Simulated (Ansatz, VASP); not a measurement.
Pd: VASP beside Ansatz

Contents of INCAR:

```
SYSTEM = Pd
PREC     = Accurate       ! precision mode
ENCUT    = 520            ! plane-wave cutoff, eV
EDIFF    = 1E-6           ! SCF threshold, eV
ISMEAR   = -1             ! smearing method
SIGMA    = 0.05           ! smearing width, eV
LREAL    = .FALSE.        ! projectors in reciprocal space
LASPH    = .TRUE.         ! aspherical terms in the spheres
NELM     = 150            ! most SCF steps
ALGO     = Normal         ! electronic algorithm
ISIF     = 2              ! what is computed and relaxed
LWAVE    = .FALSE.        ! write WAVECAR
LCHARG   = .FALSE.        ! write CHGCAR
ISPIN    = 2              ! spin polarisation
MAGMOM   = 0.458 0.458    ! initial moments
LORBIT   = 11             ! projections on sites
LMAXMIX  = 4              ! l up to which the mixer works
GGA      = PE             ! functional
NBANDS   = 21             ! bands
```

KPOINTS

```
Automatic mesh
0
G
  15 15 15
  0 0 0
```

POSCAR

```
Pd
1.0
    0.0000000000      3.0160538968      3.0160538968
    3.0160538968      0.0000000000      3.0160538968
    3.0160538968      3.0160538968      0.0000000000
Pd
2
Direct
    0.1250000000      0.1250000000      0.1250000000
    0.8750000000      0.8750000000      0.8750000000
```

Input for Ansatz:

```yaml
crystal:
  lattice:
    - [0.0, 3.0160538968, 3.0160538968]
    - [3.0160538968, 0.0, 3.0160538968]
    - [3.0160538968, 3.0160538968, 0.0]
  atoms:
    - { symbol: Pd, position: [0.125, 0.125, 0.125], spin: 0.458 }
    - { symbol: Pd, position: [0.875, 0.875, 0.875], spin: 0.458 }
hamiltonian:
  xc: pbe
  pseudopotentials:
    kind: paw
    azcp:
      Pd: "pseudopotentials/Pd.paw.azcp"
basis:
  ecutwfc: 420
  fft_grid_basis: typed
kpoints:
  mp_grid: { grid: [15, 15, 15], shift: [0, 0, 0] }
magnetization:
  spin_polarized: true
scf:
  occupations: { method: fermi_dirac, width: 0.05 }
output:
  stress: true
```

Alike in both runs: task single point; functional PBE; k mesh 15 × 15 × 15; occupations fermi-dirac, width 0.05 eV; collinear spin.

|  | VASP | Ansatz |
| --- | --- | --- |
| version | VASP 6.6.1 | Ansatz 0.2.0 |
| potentials or method | VASP PAW PBE potentials, release 64 (Pd), cutoff 520 eV | plane waves (420 eV) with PAW, scalar-relativistic |
| valence electrons in the cell | 20 | 36 |

|  | VASP | Ansatz | Ansatz less VASP |
| --- | --- | --- | --- |
| pressure (GPa) | -5.7 | -5.5 | +0.14 |
| net moment per atom (μB) | 0.45 | 0.45 | +0.001 |
| size of the moment on the site where the two differ most (μB) | 0.44 | 0.44 | -0.002 |

Site moments also hang on the region over which each program counts them. VASP's potentials hold 20 valence electrons a cell and Ansatz's 36, so a difference there can come from the potentials and not from the codes.
